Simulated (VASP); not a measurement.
# Ti4C in VASP: a series of runs

The runs below take Ti4C through relaxation of the atoms, with PBE.

All numbers are computed with VASP 6.6.1; they aren't measurements. Logs are shortened: lines on timing, memory, paths and dates and some standing lists are left out, and cuts for length are marked.

## (1) The cell of the first run

The cell holds a slab with vacuum, 5 atoms: a = 2.908 Å, b = 4.112 Å, c = 19.654 Å, α = 90.00°, β = 90.00°, γ = 90.00°.

## (2) Relaxation of the atoms, PBE

File INCAR:

```
SYSTEM = Ti4C
PREC     = Accurate       ! precision mode
ENCUT    = 520            ! plane-wave cutoff, eV
EDIFF    = 1E-7           ! SCF threshold, eV
ISMEAR   = 0              ! smearing method
SIGMA    = 0.1            ! smearing width, eV
LREAL    = .False.        ! projectors in reciprocal space
LASPH    = .True.         ! aspherical terms in the spheres
NELM     = 80             ! most SCF steps
ALGO     = Normal         ! electronic algorithm
ISIF     = 2              ! what is computed and relaxed
LWAVE    = .False.        ! write WAVECAR
LCHARG   = .False.        ! write CHGCAR
LDIPOL   = .True.       
IDIPOL   = 3            
DIPOL    = 0.5 0.5 0.335
GGA      = PE             ! functional
IBRION   = 2              ! ionic algorithm
NSW      = 36             ! ionic steps
EDIFFG   = -0.025         ! ionic threshold
```

File KPOINTS:

```
regular mesh
0
Gamma
  9 7 1
  0 0 0
```

File POSCAR:

```
Ti4C
1.0
    2.9076478547      0.0000000000      0.0000000000
    0.0000000000      4.1120350307      0.0000000000
    0.0000000000      0.0000000000     19.6538060989
Ti C
4 1
Selective dynamics
Direct
    0.5000000000      0.5000000000      0.2035229197  F F F
    0.0000000000      0.0000000000      0.2774945423  F F F
    0.5000000000      0.5000000000      0.3439527020  F F F
    0.0000000000      0.0000000000      0.4148716059  F F F
    0.5000000000      0.4000000000      0.4372591271  F F T
```

Potentials or basis: VASP PAW PBE potentials, release 64 (Ti_sv, C).

The run is started by

```console
cat potpaw_PBE.64/Ti_sv/POTCAR potpaw_PBE.64/C/POTCAR > POTCAR
mpirun -np 1 vasp_std > vasp.out
```

OUTCAR:

```text
SYSTEM = Ti4C
   PREC = Accurate
   ENCUT = 520
   EDIFF = 1E-7
   ISMEAR = 0
   LREAL = .False.
   LASPH = .True.
   NELM = 80
   ISIF = 2
   GGA = PE
   IBRION = 2
   NSW = 36
   EDIFFG = -0.025

 ion  position               nearest neighbor table
   1  0.500  0.500  0.204-   3 2.76   2 2.91   2 2.91   2 2.91   2 2.91
   2  0.000  0.000  0.277-   4 2.70   3 2.84   3 2.84   3 2.84   3 2.84   1 2.91   1 2.91   1 2.91
                             1 2.91
   3  0.500  0.500  0.344-   5 1.88   1 2.76   2 2.84   2 2.84   2 2.84   2 2.84   4 2.88   4 2.88
                             4 2.88   4 2.88
   4  0.000  0.000  0.415-   5 2.24   5 2.24   2 2.70   3 2.88   3 2.88   3 2.88   3 2.88
   5  0.500  0.400  0.437-   3 1.88   4 2.24   4 2.24

  LATTYP: Found a simple orthorhombic cell.
 ALAT       =     2.9076478547
 B/A-ratio  =     1.4142135624
 C/A-ratio  =     6.7593488211

  Lattice vectors:

 A1 = (   2.9076478547,   0.0000000000,   0.0000000000)
 A2 = (   0.0000000000,   4.1120350307,   0.0000000000)
 A3 = (   0.0000000000,   0.0000000000,  19.6538060989)

Analysis of symmetry for initial positions (statically):
=====================================================================
 Subroutine PRICEL returns:
 Original cell was already a primitive cell.

 Routine SETGRP: Setting up the symmetry group for a
 simple orthorhombic supercell.

 Subroutine GETGRP returns: Found  2 space group operations
 (whereof  2 operations were pure point group operations)
 out of a pool of  8 trial point group operations.

The static configuration has the point symmetry C_1h.

Analysis of symmetry for dynamics (positions and initial velocities):
=====================================================================
 Subroutine PRICEL returns:
 Original cell was already a primitive cell.

 Routine SETGRP: Setting up the symmetry group for a
 simple orthorhombic supercell.

 Subroutine GETGRP returns: Found  2 space group operations
 (whereof  2 operations were pure point group operations)
 out of a pool of  8 trial point group operations.

The dynamic configuration has the point symmetry C_1h.

Analysis of constrained symmetry for selective dynamics:
=====================================================================
 Subroutine PRICEL returns:
 Original cell was already a primitive cell.

 Routine SETGRP: Setting up the symmetry group for a
 simple orthorhombic supercell.

 Subroutine GETGRP returns: Found  2 space group operations
 (whereof  2 operations were pure point group operations)
 out of a pool of  8 trial point group operations.

The constrained configuration has the point symmetry C_1h.

 Subroutine INISYM returns: Found  2 space group operations
 (whereof  2 operations are pure point group operations),
 and found     1 'primitive' translations

----------------------------------------------------------------------------------------

                                     Primitive cell

  volume of cell :     234.9878

  direct lattice vectors                    reciprocal lattice vectors
     2.907647855  0.000000000  0.000000000     0.343920602  0.000000000  0.000000000
     0.000000000  4.112035031  0.000000000     0.000000000  0.243188590  0.000000000
     0.000000000  0.000000000 19.653806099     0.000000000  0.000000000  0.050880730

  length of vectors
     2.907647855  4.112035031 19.653806099     0.343920602  0.243188590  0.050880730

  position of ions in fractional coordinates (direct lattice)
     0.500000000  0.500000000  0.203522920
     0.000000000  0.000000000  0.277494542
     0.500000000  0.500000000  0.343952702
     0.000000000  0.000000000  0.414871606
     0.500000000  0.400000000  0.437259127

  ion indices of the primitive-cell ions
   primitive index   ion index
                 1           1
                 2           2
                 3           3
                 4           4
                 5           5

----------------------------------------------------------------------------------------

 KPOINTS: regular mesh

Automatic generation of k-mesh.
 Grid dimensions read from file:
 generate k-points for:    9    7    1

 Generating k-lattice:

  Cartesian coordinates                     Fractional coordinates (reciprocal lattice)
     0.038213400  0.000000000  0.000000000     0.111111111  0.000000000  0.000000000
     0.000000000  0.034741227  0.000000000     0.000000000  0.142857143  0.000000000
     0.000000000  0.000000000  0.050880730     0.000000000  0.000000000  1.000000000

  Length of vectors
     0.038213400  0.034741227  0.050880730

  Shift w.r.t. Gamma in fractional coordinates (k-lattice)
     0.000000000  0.000000000  0.000000000

 Subroutine IBZKPT returns following result:
 ===========================================

 Found     20 irreducible k-points:

 Following reciprocal coordinates:
            Coordinates               Weight
  0.000000  0.000000  0.000000      1.000000
  0.111111  0.000000  0.000000      2.000000
  0.222222  0.000000  0.000000      2.000000
  0.333333  0.000000  0.000000      2.000000
  0.444444  0.000000  0.000000      2.000000
  0.000000  0.142857  0.000000      2.000000
[... 12 lines left out ...]
  0.333333  0.428571  0.000000      4.000000
  0.444444  0.428571  0.000000      4.000000
   k-points           NKPTS =     20   k-points in BZ     NKDIM =     20   number of bands    NBANDS=     31
   number of dos      NEDOS =    301   number of ions     NIONS =      5
   total plane-waves  NPLWV = 115200
   dimension x,y,z NGX =    24 NGY =   32 NGZ =  150
   dimension x,y,z NGXF=    48 NGYF=   64 NGZF=  300
   ions per type =               4   1
   NGX,Y,Z   is equivalent  to a cutoff of  13.72, 12.94, 12.69 a.u.
   NGXF,Y,Z  is equivalent  to a cutoff of  27.44, 25.87, 25.38 a.u.
 SYSTEM =  Ti4C
   PREC   = accura    normal or accurate (medium, high low for compatibility)
   ISTART =      0    job   : 0-new  1-cont  2-samecut
   ICHARG =      2    charge: 1-file 2-atom 10-const
   ISPIN  =      1    spin polarized calculation?
   LNONCOLLINEAR =      F non collinear calculations
   LSORBIT =      F    spin-orbit coupling
   LASPH  =      T    aspherical Exc in radial PAW
   ENCUT  =  520.0 eV  38.22 Ry    6.18 a.u.   5.41  7.65 36.54*2*pi/ulx,y,z
   NELM   =     80;   NELMIN=  2; NELMDL= -5     # of ELM steps
   EDIFF  = 0.1E-06   stopping-criterion for ELM
   LREAL  =      F    real-space projection
   EDIFFG = -.3E-01   stopping-criterion for IOM
   NSW    =     36    number of steps for IOM
   IBRION =      2    ionic relax: 0-MD 1-quasi-New 2-CG
   NFREE  =      1    steps in history (QN), initial steepest desc. (CG)
   ISIF   =      2    stress and relaxation
   ISYM   =      2    0-nonsym 1-usesym 2-fastsym
   POTIM  = 0.5000    time-step for ionic-motion
   TEBEG  =    0.0;   TEEND  =   0.0 temperature during run
   PSTRESS=    0.0 pullay stress
   NELECT =      52.0000    total number of electrons
   NUPDOWN=      -1.0000    fix difference up-down
   EMIN   =  10.00;   EMAX   =-10.00  energy-range for DOS
   EFERMI =   0.00;   METHOD = LEGACY
   ISMEAR =     0;   SIGMA  =   0.10  broadening in eV -4-tet -1-fermi 0-gaus
   EFERMI_NEDOS =   21; number of points for ismear=-14 and -15
   IALGO  =     38    algorithm
   IMIX   =      4    mixing-type and parameters
     AMIX     =   0.40;   BMIX     =  1.00
     AMIX_MAG =   1.60;   BMIX_MAG =  1.00
  volume/ion in A,a.u.               =      47.00       317.16
  Fermi-wavevector in a.u.,A,eV,Ry     =   0.990210  1.871226 13.340741  0.980517
  Thomas-Fermi vector in A             =   2.121865
   LORBIT       =      0    0 simple, 1 ext, 2 COOP (PROOUT), +10 PAW based schemes
   GGA     = PE    functional components
   LHFCALC =     F    Hartree Fock is set to
   AEXX    =    0.0000 exact exchange contribution
   IVDW    =     0    specifies the selected vdW correction
   LEPSILON=     F    determine dielectric tensor
   LRPA    =     F    only Hartree local field effects (RPA)
 conjugate gradient relaxation of ions
 non-spin polarized calculation
 Gauss-broadening in eV      SIGMA  =   0.10
  energy-cutoff  :      520.00
  volume of cell :      234.99
 maximum number of plane-waves:      6369
 NGX is ok and might be reduce to    24
   NGX = 11   NGY = 15   NGZ = 73

 dipolmoment           0.000000      0.000000     -0.149711 electrons x Angstroem

--------------------------------------- Ionic step        1  -------------------------------------------

 number of electron      52.0000013 magnetization

 Free energy of the ion-electron system (eV)
  ---------------------------------------------------
  ext. energy  EPLUGINS =         0.00000000
  ---------------------------------------------------
  free energy    TOTEN  =       -36.68038346 eV

  energy without entropy =      -36.63562117  energy(sigma->0) =      -36.65800232

------------------------ aborting loop because EDIFF is reached ----------------------------------------

  FORCE on cell =-STRESS in cart. coord.  units (eV):
  Direction    XX          YY          ZZ          XY          YZ          ZX
  --------------------------------------------------------------------------------------
  -------------------------------------------------------------------------------------
  Total        0.2183232     -8.0649822      4.3542157      0.0000000     -0.8358694      0.0000000
  in kB        1.4885562    -54.9881004     29.6876103      0.0000000     -5.6990664      0.0000000
  external PRESSURE =      -7.9373113 kB  Pullay stress =       0.0000000 kB
[... 65 lines left out ...]
--------------------------------------- Ionic step        3  -------------------------------------------

 number of electron      52.0000013 magnetization

 dipolmoment           0.000000      0.000000      0.115639 electrons x Angstroem

 Free energy of the ion-electron system (eV)
  ---------------------------------------------------
  ext. energy  EPLUGINS =         0.00000000
  ---------------------------------------------------
  free energy    TOTEN  =       -36.68153623 eV

  energy without entropy =      -36.63753781  energy(sigma->0) =      -36.65953702

 E-fermi :  -0.2081     XC(G=0):  -4.6903

 val. band max:       -0.2150593001   @ k =   0.4444   0.0000   0.0000
 cond. band min:      -0.1996503064   @ k =   0.2222   0.4286   0.0000
 fundamental gap:      0.0154089937
 Fermi energy:        -0.2080910017

 k-point     1 :       0.0000    0.0000    0.0000
  band No.  band energies     occupation
      1     -57.2429      2.00000
      2     -57.1710      2.00000
      3     -56.6402      2.00000
      4     -56.2799      2.00000
      5     -33.5932      2.00000
      6     -33.5573      2.00000
[... 669 lines left out ...]
     30       0.7457      0.00000
     31       0.9892      0.00000

------------------------ aborting loop because EDIFF is reached ----------------------------------------

 vacuum level on the upper side and lower side of the slab       (xc-potential included)         0.684        -1.039

  FORCE on cell =-STRESS in cart. coord.  units (eV):
  Direction    XX          YY          ZZ          XY          YZ          ZX
  --------------------------------------------------------------------------------------
  -------------------------------------------------------------------------------------
  Total        0.1237295     -8.1017616      4.0354207      0.0000000     -0.7703261      0.0000000
  in kB        0.8436036    -55.2388669     27.5140248      0.0000000     -5.2521837      0.0000000
  external PRESSURE =      -8.9604128 kB  Pullay stress =       0.0000000 kB
[... 20 lines left out ...]
  FREE ENERGIE OF THE ION-ELECTRON SYSTEM (eV)
  ---------------------------------------------------
  free  energy   TOTEN  =       -36.6815362328 eV

  energy  without entropy=      -36.6375378115  energy(sigma->0) =      -36.65953702

 reached required accuracy - stopping structural energy minimisation

 vacuum level on the upper side and lower side of the slab         4.725         2.952
```

Wall time 5.7 min (1 thread of Intel Xeon Platinum 8559C (Emerald Rapids), shared host); peak memory 0.4 GiB.

What came out:

```yaml
Free_energy: -36.6815 eV
Energy_gained_by_relaxing: 0.2 meV/atom
Ionic_steps: 3
Band_gap_on_the_k_mesh: zero (bands 26 and 27 overlap by 0.23 eV)
```

Step by step:
| step | energy change (eV) | largest force on free atoms (eV/Å) | pressure (GPa) |
| --- | --- | --- | --- |
| 1 | 0.0000 | 0.1949 | -0.79 |
| 2 | -0.0011 | 0.0399 | -0.88 |
| 3 | -0.0012 | 0.0008 | -0.90 |

Final structure:
```cif
data_structure
_symmetry_space_group_name_H-M 'P 1'
_symmetry_Int_Tables_number 1
_cell_length_a 2.9076
_cell_length_b 4.1120
_cell_length_c 19.6538
_cell_angle_alpha 90.000
_cell_angle_beta 90.000
_cell_angle_gamma 90.000
_cell_volume 234.99
loop_
_atom_site_label
_atom_site_type_symbol
_atom_site_fract_x
_atom_site_fract_y
_atom_site_fract_z
_atom_site_occupancy
Ti1 Ti 0.50000 0.50000 0.20352 1
Ti2 Ti 0.00000 0.00000 0.27749 1
Ti3 Ti 0.50000 0.50000 0.34395 1
Ti4 Ti 0.00000 0.00000 0.41487 1
C1 C 0.50000 0.40000 0.43786 1
```

## (3) Relaxation of the atoms, PBE

File INCAR:

```
SYSTEM = Ti4C
PREC = Accurate
ENCUT = 520
EDIFF = 1E-6
ISMEAR = 0
SIGMA = 0.1
LREAL = .FALSE.
LASPH = .TRUE.
NELM = 60
ALGO = Fast
ISIF = 2
LWAVE = .FALSE.
LCHARG = .FALSE.
LDIPOL = .TRUE.
IDIPOL = 3
DIPOL = 0.5 0.5 0.348
GGA = PE
IBRION = 2
NSW = 36
EDIFFG = -0.025
```

File KPOINTS:

```
regular mesh
0
G
  9 7 1
  0 0 0
```

Edit POSCAR of step 2 so:

```diff
@@ -13,2 +13,2 @@
     0.0000000000      0.0000000000      0.4148716059  F F F
-    0.5000000000      0.4000000000      0.4372591271  F F T
+    0.3333333333      0.0000000000      0.5008745766  F F T
```

Potentials or basis: VASP PAW PBE potentials, release 64 (Ti_sv, C).

The run is started by

```console
cat potpaw_PBE.64/Ti_sv/POTCAR potpaw_PBE.64/C/POTCAR > POTCAR
mpirun -np 1 vasp_std > vasp.out
```

It took 42 min on 1 thread of Oxide Virtual Turin-like, shared host; peak memory 0.38 GiB.

Results (log left out):

```
Free energy               : -34.1501 eV
Energy gained by relaxing : 56.1 meV/atom
Ionic steps               : 3
Band gap on the k mesh    : zero (bands 26 and 27 overlap by 0.26 eV)
```

Step by step:
| step | energy change (eV) | largest force on free atoms (eV/Å) | pressure (GPa) |
| --- | --- | --- | --- |
| 1 | 0.0000 | 2.1372 | -1.68 |
| 2 | -0.1869 | 1.4177 | -1.09 |
| 3 | -0.2803 | 0.0222 | -0.15 |

Final structure:
```
Ti C
1.0
     2.90765    0.00000    0.00000
     0.00000    4.11204    0.00000
     0.00000    0.00000   19.65381
Ti C
4 1
Direct
  0.50000 0.50000 0.20352
  0.00000 0.00000 0.27749
  0.50000 0.50000 0.34395
  0.00000 0.00000 0.41487
  0.33333 0.00000 0.48937
```

Levels at points of the mesh, in eV from the Fermi level:
| k point | band 23 | band 24 | band 25 | band 26 | band 27 | band 28 | band 29 | band 30 |
| --- | --- | --- | --- | --- | --- | --- | --- | --- |
| (0.00, 0.00, 0.00) | -0.72 | -0.72 | -0.14 | -0.11 | 0.32 | 0.45 | 0.51 | 0.99 |
